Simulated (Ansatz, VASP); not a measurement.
# Two plane-wave programs on Co

File INCAR:

```
PREC = Accurate ; ENCUT = 520
EDIFF = 1E-6 ; ISMEAR = -1
SIGMA = 0.05 ; LREAL = F
LASPH = T ; NELM = 150
ALGO = Normal ; ISIF = 2
LWAVE = F ; LCHARG = F
ISPIN = 2 ; MAGMOM = 1.58 1.58 1.6 1.6
LORBIT = 11 ; LMAXMIX = 4
NBANDS = 30
```

Contents of KPOINTS:

```
regular mesh
0
Gamma
  17 17 5
```

File POSCAR:

```
Co
1.0
    2.5200639449      0.0000000000      0.0000000000
   -1.2600319725      2.1824393954      0.0000000000
    0.0000000000      0.0000000000      8.1673494666
Co
4
Direct
    1.0000000000      0.0000000000      1.0000000000
    1.0000000000      0.0000000000      0.5000000000
    0.3333333333      0.6666666667      0.2500000000
    0.6666666667      0.3333333333      0.7500000000
```

Input for Ansatz:

```yaml
crystal:
  lattice:
    - [2.5200639449, 0.0, 0.0]
    - [-1.2600319725, 2.1824393954, 0.0]
    - [0.0, 0.0, 8.1673494666]
  atoms:
    - { symbol: Co, position: [1.0, 0.0, 1.0], spin: 1.58 }
    - { symbol: Co, position: [1.0, 0.0, 0.5], spin: 1.58 }
    - { symbol: Co, position: [0.3333333333, 0.6666666667, 0.25], spin: 1.6 }
    - { symbol: Co, position: [0.6666666667, 0.3333333333, 0.75], spin: 1.6 }
hamiltonian:
  xc: lda
  pseudopotentials:
    kind: paw
    azcp:
      Co: "pseudopotentials/Co.paw.azcp"
basis:
  ecutwfc: 420
  fft_grid_basis: typed
kpoints:
  mp_grid: { grid: [17, 17, 5], shift: [0, 0, 0] }
magnetization:
  spin_polarized: true
scf:
  occupations: { method: fermi_dirac, width: 0.05 }
  lower_state_search: "off"
output:
  stress: true
```

Alike in both runs: task single point; functional LDA; k mesh 17 × 17 × 5; occupations fermi-dirac, width 0.05 eV; collinear spin.

```csv
,VASP,Ansatz
version,VASP 6.6.1,Ansatz 0.2.0
potentials or method,"VASP PAW LDA potentials, release 64 (Co), cutoff 520 eV","plane waves (420 eV) with PAW, scalar-relativistic"
valence electrons in the cell,36,68
```

```csv
,VASP,Ansatz,Ansatz less VASP
pressure (GPa),-23.8,-23.3,+0.55
"traceless stress, the component that is largest in VASP (GPa)",-0.41,-0.29,+0.121
net moment per atom (μB),1.60,1.63,+0.024
size of the moment on the site where the two differ most (μB),1.60,1.67,+0.070
```

Ansatz warns that its potentials were made for another functional, while VASP's fit it. LDA's correlation is that of Perdew and Zunger in VASP and of Perdew and Wang (1992) in Ansatz. Site moments also hang on the region over which each program counts them. VASP's potentials hold 36 valence electrons a cell and Ansatz's 68, so a difference there can come from the potentials and not from the codes.
